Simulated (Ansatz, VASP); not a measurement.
Ga: VASP beside Ansatz

```
Ga
1.0
    -1.63181    1.63181    1.63181
     1.63181   -1.63181    1.63181
     1.63181    1.63181   -1.63181
Ga
1
Direct
  0.00000 0.00000 0.00000
```

Alike in both runs: task single point; functional LDA; k mesh 15 × 15 × 15; occupations fermi-dirac, width 0.1 eV; no spin polarisation.

```csv
,VASP,Ansatz
version,VASP 6.6.1,Ansatz 0.2.0
potentials or method,"VASP PAW LDA potentials, release 64 (Ga_d), cutoff 520 eV","plane waves (420 eV) with PAW, scalar-relativistic"
valence electrons in the cell,13,13
```

|  | VASP | Ansatz | Ansatz less VASP |
| --- | --- | --- | --- |
| pressure (GPa) | 0.0 | -0.1 | -0.11 |

Ansatz warns that its potentials were made for another functional, while VASP's fit it. LDA's correlation is that of Perdew and Zunger in VASP and of Perdew and Wang (1992) in Ansatz.
